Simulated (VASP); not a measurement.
# AlN (Cm) in VASP: a series of runs

AlN is run at these levels: PBE; tasks: single point.

All numbers are computed with VASP 6.6.1; they aren't measurements. Logs are shortened: lines on timing, memory, paths and dates and some standing lists are left out, and cuts for length are marked.

## Step 1: The cell of the first run

Symmetry: Cm, No. 8, monoclinic system. The conventional cell has a = 5.388 Å, b = 3.111 Å, c = 9.996 Å, α = 90.00°, β = 95.16°, γ = 90.00°. Al (site symmetry m) has 4 N at 1.89 to 2.12 Å within 2.5 Å. Within 2.5 Å of Al (site symmetry m) lie 4 N at 1.89 to 1.92 Å. Al (site symmetry m) has 4 N at 1.89 to 1.92 Å within 2.5 Å. Al (site symmetry m) has 4 N at 1.89 to 1.92 Å within 2.5 Å. N (site symmetry m) has 4 Al at 1.89 to 2.12 Å within 2.5 Å. Within 2.5 Å of N (site symmetry m) lie 4 Al at 1.89 to 1.92 Å. Within 2.5 Å of N (site symmetry m) lie 4 Al at 1.89 to 1.92 Å. N (site symmetry m) has 4 Al at 1.89 to 1.92 Å within 2.5 Å.

## Step 2: Single point, PBE

INCAR reads:

```
SYSTEM = AlN
PREC     = Accurate       ! precision mode
ENCUT    = 520            ! plane-wave cutoff, eV
EDIFF    = 1E-7           ! SCF threshold, eV
ISMEAR   = 0              ! smearing method
SIGMA    = 0.05           ! smearing width, eV
LREAL    = .FALSE.        ! projectors in reciprocal space
LASPH    = .TRUE.         ! aspherical terms in the spheres
NELM     = 100            ! most SCF steps
ALGO     = Normal         ! electronic algorithm
ISIF     = 2              ! what is computed and relaxed
LWAVE    = .FALSE.        ! write WAVECAR
LCHARG   = .FALSE.        ! write CHGCAR
GGA      = PE             ! functional
NBANDS   = 26             ! bands
```

KPOINTS reads:

```
regular mesh
0
G
  8 8 3
  0 0 0
```

POSCAR reads:

```
AlN
1.0
   -3.1110021516      0.0000000000      0.0000000000
   -1.5555010758     -2.6942068945      0.0000000000
   -0.7779060880     -0.4491242893      9.9560000000
Al N
4 4
Direct
    0.1826782083      0.1826782083      0.9037500000
    0.2660282083      0.2660282083      0.4037500000
    0.6410365417      0.6410365417      0.1537500000
    0.5576865417      0.5576865417      0.6537500000
    0.3172884583      0.3172884583      0.0962500000
    0.2339384583      0.2339384583      0.5962500000
    0.6089467917      0.6089467917      0.3462500000
    0.5255967917      0.5255967917      0.8462500000
```

Potentials or basis: VASP PAW PBE potentials, release 64 (Al, N).

Started as:

```console
$ cat potpaw_PBE.64/Al/POTCAR potpaw_PBE.64/N/POTCAR > POTCAR
$ mpirun -np 1 vasp_std > vasp.out
```

OUTCAR:

```text
SYSTEM = AlN
   PREC = Accurate
   ENCUT = 520
   EDIFF = 1E-7
   ISMEAR = 0
   LREAL = .FALSE.
   LASPH = .TRUE.
   NELM = 100
   ISIF = 2
   GGA = PE

 ion  position               nearest neighbor table
   1  0.183  0.183  0.904-   8 1.89   8 1.89   8 1.89   5 2.12   3 2.94   3 2.94   4 3.07   4 3.07
                             4 3.07
   2  0.266  0.266  0.404-   7 1.89   7 1.89   7 1.89   6 1.92   3 3.07   4 3.07   4 3.07   3 3.07
                             4 3.07   3 3.07
   3  0.641  0.641  0.154-   5 1.89   5 1.89   5 1.89   7 1.92   1 2.94   1 2.94   2 3.07   2 3.07
                             2 3.07
   4  0.558  0.558  0.654-   6 1.89   6 1.89   6 1.89   8 1.92   1 3.07   2 3.07   1 3.07   2 3.07
                             2 3.07   1 3.07
   5  0.317  0.317  0.096-   3 1.89   3 1.89   3 1.89   1 2.12
   6  0.234  0.234  0.596-   4 1.89   4 1.89   4 1.89   2 1.92
   7  0.609  0.609  0.346-   2 1.89   2 1.89   2 1.89   3 1.92
   8  0.526  0.526  0.846-   1 1.89   1 1.89   1 1.89   4 1.92

  LATTYP: Found a base centered monoclinic cell.
 ALAT       =     5.3884137890
 B/A-ratio  =     0.5773502692
 C/A-ratio  =     1.8551727990
 COS(beta)  =    -0.0898568587

  Lattice vectors:

 A1 = (   3.1110021516,   0.0000000000,   0.0000000000)
 A2 = (   1.5555010758,   2.6942068945,   0.0000000000)
 A3 = (  -0.7779060880,  -0.4491242893,   9.9560000000)

Analysis of symmetry for initial positions (statically):
=====================================================================
 Subroutine PRICEL returns:
 Original cell was already a primitive cell.

 Routine SETGRP: Setting up the symmetry group for a
 base centered monoclinic supercell.

 Subroutine GETGRP returns: Found  2 space group operations
 (whereof  2 operations were pure point group operations)
 out of a pool of  4 trial point group operations.

The static configuration has the point symmetry C_1h.

Analysis of symmetry for dynamics (positions and initial velocities):
=====================================================================
 Subroutine PRICEL returns:
 Original cell was already a primitive cell.

 Routine SETGRP: Setting up the symmetry group for a
 base centered monoclinic supercell.

 Subroutine GETGRP returns: Found  2 space group operations
 (whereof  2 operations were pure point group operations)
 out of a pool of  4 trial point group operations.

The dynamic configuration has the point symmetry C_1h.

 Subroutine INISYM returns: Found  2 space group operations
 (whereof  2 operations are pure point group operations),
 and found     1 'primitive' translations

----------------------------------------------------------------------------------------

                                     Primitive cell

  volume of cell :      83.4480

  direct lattice vectors                    reciprocal lattice vectors
    -3.111002152  0.000000000  0.000000000    -0.321439829  0.185583372 -0.016743672
    -1.555501076 -2.694206895  0.000000000     0.000000000 -0.371166744 -0.016743672
    -0.777906088 -0.449124289  9.956000000     0.000000000  0.000000000  0.100441945

  length of vectors
     3.111002152  3.111002152  9.996438691     0.371544213  0.371544213  0.100441945

  position of ions in fractional coordinates (direct lattice)
     0.182678208  0.182678208  0.903750000
     0.266028208  0.266028208  0.403750000
     0.641036542  0.641036542  0.153750000
     0.557686542  0.557686542  0.653750000
     0.317288458  0.317288458  0.096250000
     0.233938458  0.233938458  0.596250000
     0.608946792  0.608946792  0.346250000
     0.525596792  0.525596792  0.846250000

  ion indices of the primitive-cell ions
   primitive index   ion index
                 1           1
                 2           2
                 3           3
                 4           4
                 5           5
                 6           6
                 7           7
                 8           8

----------------------------------------------------------------------------------------

 KPOINTS: regular mesh

Automatic generation of k-mesh.
 Grid dimensions read from file:
 generate k-points for:    8    8    3

 Generating k-lattice:

  Cartesian coordinates                     Fractional coordinates (reciprocal lattice)
    -0.040179979  0.023197921 -0.002092959     0.125000000  0.000000000  0.000000000
     0.000000000 -0.046395843 -0.002092959     0.000000000  0.125000000  0.000000000
     0.000000000  0.000000000  0.033480648     0.000000000  0.000000000  0.333333333

  Length of vectors
     0.046443027  0.046443027  0.033480648

  Shift w.r.t. Gamma in fractional coordinates (k-lattice)
     0.000000000  0.000000000  0.000000000

 Subroutine IBZKPT returns following result:
 ===========================================

 Found     57 irreducible k-points:

 Following reciprocal coordinates:
            Coordinates               Weight
  0.000000  0.000000  0.000000      1.000000
  0.125000  0.000000 -0.000000      4.000000
  0.250000  0.000000 -0.000000      4.000000
  0.375000  0.000000  0.000000      4.000000
  0.500000  0.000000 -0.000000      2.000000
  0.125000  0.125000 -0.000000      2.000000
[... 16 lines left out ...]
  0.125000  0.000000  0.333333      4.000000
  0.250000  0.000000  0.333333      4.000000
 [... further k-points ...]
   k-points           NKPTS =     57   k-points in BZ     NKDIM =     57   number of bands    NBANDS=     26
   number of dos      NEDOS =    301   number of ions     NIONS =      8
   total plane-waves  NPLWV =  46080
   dimension x,y,z NGX =    24 NGY =   24 NGZ =   80
   dimension x,y,z NGXF=    48 NGYF=   48 NGZF=  160
   ions per type =               4   4
   NGX,Y,Z   is equivalent  to a cutoff of  12.83, 12.83, 13.30 a.u.
   NGXF,Y,Z  is equivalent  to a cutoff of  25.65, 25.65, 26.61 a.u.
 SYSTEM =  AlN
   PREC   = accura    normal or accurate (medium, high low for compatibility)
   ISTART =      0    job   : 0-new  1-cont  2-samecut
   ICHARG =      2    charge: 1-file 2-atom 10-const
   ISPIN  =      1    spin polarized calculation?
   LNONCOLLINEAR =      F non collinear calculations
   LSORBIT =      F    spin-orbit coupling
   LASPH  =      T    aspherical Exc in radial PAW
   ENCUT  =  520.0 eV  38.22 Ry    6.18 a.u.   5.78  5.78 18.59*2*pi/ulx,y,z
   NELM   =    100;   NELMIN=  2; NELMDL= -5     # of ELM steps
   EDIFF  = 0.1E-06   stopping-criterion for ELM
   LREAL  =      F    real-space projection
   EDIFFG = 0.1E-05   stopping-criterion for IOM
   NSW    =      0    number of steps for IOM
   IBRION =     -1    ionic relax: 0-MD 1-quasi-New 2-CG
   NFREE  =      0    steps in history (QN), initial steepest desc. (CG)
   ISIF   =      2    stress and relaxation
   ISYM   =      2    0-nonsym 1-usesym 2-fastsym
   POTIM  = 0.5000    time-step for ionic-motion
   TEBEG  =    0.0;   TEEND  =   0.0 temperature during run
   PSTRESS=    0.0 pullay stress
   NELECT =      32.0000    total number of electrons
   NUPDOWN=      -1.0000    fix difference up-down
   EMIN   =  10.00;   EMAX   =-10.00  energy-range for DOS
   EFERMI =   0.00;   METHOD = LEGACY
   ISMEAR =     0;   SIGMA  =   0.05  broadening in eV -4-tet -1-fermi 0-gaus
   EFERMI_NEDOS =   21; number of points for ismear=-14 and -15
   IALGO  =     38    algorithm
   IMIX   =      4    mixing-type and parameters
     AMIX     =   0.40;   BMIX     =  1.00
     AMIX_MAG =   1.60;   BMIX_MAG =  1.00
  volume/ion in A,a.u.               =      10.43        70.39
  Fermi-wavevector in a.u.,A,eV,Ry     =   1.189377  2.247596 19.247033  1.414617
  Thomas-Fermi vector in A             =   2.325485
   LORBIT       =      0    0 simple, 1 ext, 2 COOP (PROOUT), +10 PAW based schemes
   GGA     = PE    functional components
   LHFCALC =     F    Hartree Fock is set to
   AEXX    =    0.0000 exact exchange contribution
   IVDW    =     0    specifies the selected vdW correction
   LEPSILON=     F    determine dielectric tensor
   LRPA    =     F    only Hartree local field effects (RPA)
 non-spin polarized calculation
 Gauss-broadening in eV      SIGMA  =   0.05
  energy-cutoff  :      520.00
  volume of cell :       83.45
 maximum number of plane-waves:      2262
   NGX = 11   NGY = 11   NGZ = 37

 number of electron      32.0000000 magnetization

 Free energy of the ion-electron system (eV)
  ---------------------------------------------------
  ext. energy  EPLUGINS =         0.00000000
  ---------------------------------------------------
  free energy    TOTEN  =       -58.63598287 eV

  energy without entropy =      -58.63598287  energy(sigma->0) =      -58.63598287

 E-fermi :   6.9199     XC(G=0): -10.9402

 val. band max:        6.6854724626   @ k =   0.0000   0.0000   0.0000
 cond. band min:      10.0393817384   @ k =   0.0000   0.0000   0.0000
 fundamental gap:      3.3539092758
 Fermi energy:         6.9198917152

 k-point     1 :       0.0000    0.0000    0.0000
  band No.  band energies     occupation
      1      -8.9901      2.00000
      2      -8.1087      2.00000
      3      -8.0539      2.00000
      4      -6.7902      2.00000
      5       0.2469      2.00000
      6       2.8682      2.00000
[... 18 lines left out ...]
     25      17.3529      0.00000
     26      17.4950      0.00000

 k-point     2 :       0.1250    0.0000   -0.0000
  band No.  band energies     occupation
      1      -8.7924      2.00000
      2      -7.9540      2.00000
      3      -7.8623      2.00000
      4      -6.6754      2.00000
      5       0.4829      2.00000
      6       2.7803      2.00000
[... 18 lines left out ...]
     25      16.8855      0.00000
     26      17.8588      0.00000

 k-point     3 :       0.2500    0.0000   -0.0000
  band No.  band energies     occupation
      1      -8.2437      2.00000
      2      -7.5151      2.00000
      3      -7.3701      2.00000
      4      -6.3979      2.00000
      5       1.1524      2.00000
      6       2.0697      2.00000
[... 572 lines left out ...]
 k-point    23 :       0.1250    0.0000    0.3333
  band No.  band energies     occupation
      1      -8.7054      2.00000
      2      -8.3431      2.00000
      3      -7.4000      2.00000
      4      -6.8483      2.00000
      5       0.7855      2.00000
      6       1.8015      2.00000
[... 18 lines left out ...]
     25      17.0763      0.00000
     26      17.7704      0.00000

 k-point    24 :       0.2500    0.0000    0.3333
  band No.  band energies     occupation
      1      -8.1772      2.00000
      2      -7.8068      2.00000
      3      -7.0328      2.00000
      4      -6.5150      2.00000
      5       1.2859      2.00000
      6       1.7062      2.00000
[... 18 lines left out ...]
     25      16.8282      0.00000
     26      17.5563      0.00000

 [... further k-points ...]
[... 5 lines left out ...]
  --------------------------------------------------------------------------------------
  -------------------------------------------------------------------------------------
  Total        0.5763298      1.1966509      3.0310241     -0.5372138      2.1148791      3.6630781
  in kB       11.0653589     22.9753373     58.1947528    -10.3143439     40.6050433     70.3299999
  external PRESSURE =      30.7451496 kB  Pullay stress =       0.0000000 kB

 VOLUME and BASIS-vectors are now :
 -----------------------------------------------------------------------------
  energy-cutoff  :      520.00
  volume of cell :       83.45
      direct lattice vectors                 reciprocal lattice vectors
    -3.111002152  0.000000000  0.000000000    -0.321439829  0.185583372 -0.016743672
    -1.555501076 -2.694206895  0.000000000     0.000000000 -0.371166744 -0.016743672
    -0.777906088 -0.449124289  9.956000000     0.000000000  0.000000000  0.100441945

 POSITION                                       TOTAL-FORCE (eV/Angst)
 -----------------------------------------------------------------------------------
     -1.55550     -0.89807      8.99774        -0.865968     -0.499967      0.433271
     -1.55550     -0.89807      4.01974         0.016452      0.009499      0.076673
     -3.11100     -1.79614      1.53074        -0.017737     -0.010241      0.751498
     -3.11100     -1.79614      6.50874        -0.079421     -0.045854      0.022585
     -1.55550     -0.89807      0.95826         1.449576      0.836913     -0.360211
     -1.55550     -0.89807      5.93626        -0.012443     -0.007184     -0.121067
     -3.11100     -1.79614      3.44726         0.064074      0.036993     -0.090597
     -3.11100     -1.79614      8.42526        -0.554533     -0.320160     -0.712152
 -----------------------------------------------------------------------------------
    total drift:                               -0.000429     -0.000248     -0.001063

  FREE ENERGIE OF THE ION-ELECTRON SYSTEM (eV)
  ---------------------------------------------------
  free  energy   TOTEN  =       -58.6359828670 eV

  energy  without entropy=      -58.6359828670  energy(sigma->0) =      -58.63598287
```

It took 3.4 min on 1 thread of AMD EPYC 7R13, shared host; peak memory 0.22 GiB.

Results:

| Property | Result |
| --- | --- |
| Free energy | -58.6360 eV |
| Pressure | 3.1 GPa |
| Largest force | 1.712 eV/Å |
| Band gap on the k mesh | 3.35 eV, direct |

Forces on the atoms (eV/Å):
```
Al  -0.866 -0.500  0.433
Al   0.016  0.009  0.077
Al  -0.018 -0.010  0.751
Al  -0.079 -0.046  0.023
N    1.450  0.837 -0.360
N   -0.012 -0.007 -0.121
N    0.064  0.037 -0.091
N   -0.555 -0.320 -0.712
```

Levels at points of the mesh, in eV from the valence-band top:
| k point | band 12 | band 13 | band 14 | band 15 | band 16 | band 17 | band 18 | band 19 | band 20 | band 21 |
| --- | --- | --- | --- | --- | --- | --- | --- | --- | --- | --- |
| (0.00, 0.00, 0.00) | -1.02 | -0.88 | -0.77 | -0.75 | 0.00 | 3.35 | 5.54 | 5.97 | 6.32 | 9.50 |
| (0.50, 0.00, 0.00) | -2.07 | -2.04 | -1.81 | -1.44 | -0.82 | 4.25 | 4.75 | 5.19 | 5.57 | 6.58 |
| (0.50, 0.50, 0.00) | -1.99 | -1.95 | -1.82 | -1.19 | -0.77 | 4.02 | 4.53 | 5.29 | 5.97 | 7.28 |

Caveat: forces of over 1 eV/Å act on the atoms, so gaps and moduli don't describe the material at rest.

## Step 3: Single point, PBE

This run uses another cell than the first one, of the same volume but with other edges.

INCAR reads:

```
PREC = Accurate
ENCUT = 520
EDIFF = 1E-6
ISMEAR = 0
SIGMA = 0.05
LREAL = F
LASPH = T
NELM = 100
ALGO = Normal
ISIF = 2
LWAVE = F
LCHARG = F
GGA = PE
NBANDS = 26
```

KPOINTS reads:

```
regular mesh
0
Gamma
  8 8 3
```

POSCAR reads:

```
AlN
1.0
   -3.1110021516      0.0000000000      0.0000000000
   -1.5555010758     -2.6942068945      0.0000000000
   -2.3332516137     -1.3471034473      9.9560000000
Al N
4 4
Direct
   -0.1185416667     -0.1185416667      0.9037500000
    0.1314583333      0.1314583333      0.4037500000
    0.5897916667      0.5897916667      0.1537500000
    0.3397916667      0.3397916667      0.6537500000
    0.2852083333      0.2852083333      0.0962500000
    0.0352083333      0.0352083333      0.5962500000
    0.4935416667      0.4935416667      0.3462500000
    0.2435416667      0.2435416667      0.8462500000
```

Potentials or basis: VASP PAW PBE potentials, release 64 (Al, N).

Started as:

```console
$ cat potpaw_PBE.64/Al/POTCAR potpaw_PBE.64/N/POTCAR > POTCAR
$ mpirun -np 1 vasp_std > vasp.out
```

It took 3.5 min on 1 thread of AMD EPYC 7R13, shared host; peak memory 0.22 GiB.

It converged, with:

```
Free energy            : -58.0679 eV
Pressure               : 2.7 GPa
Largest force          : 1.507 eV/Å
Band gap on the k mesh : 3.13 eV, direct
```

Forces in eV/Å, atoms in the order of the input:
```
Al  -0.440 -0.254 -0.093
Al   0.001  0.000  0.081
Al   0.440  0.254  1.418
Al   0.075  0.043  0.048
N   -0.650 -0.375 -0.372
N    0.027  0.016 -0.154
N   -0.065 -0.037 -0.107
N    0.613  0.354 -0.821
```

Stress tensor (GPa, compression positive):
```
 2.09  4.33 -2.17
 4.33 -2.90 -1.25
-2.17 -1.25  8.86
```

Levels at points of the mesh, in eV from the valence-band top:
```
           k point  band 13  band 14  band 15  band 16  band 17  band 18  band 19  band 20
(0.00, 0.00, 0.00)    -0.88    -0.75    -0.68     0.00     3.13     5.40     6.00     6.37
(0.50, 0.00, 0.00)    -2.11    -1.72    -1.33    -0.63     3.44     5.10     5.34     5.89
(0.50, 0.50, 0.00)    -1.95    -1.61    -1.19    -0.96     3.18     4.67     5.35     5.82
```

Caveat: forces of over 1 eV/Å act on the atoms, so gaps and moduli don't describe the material at rest.

(Continued in part 2 of 2.)
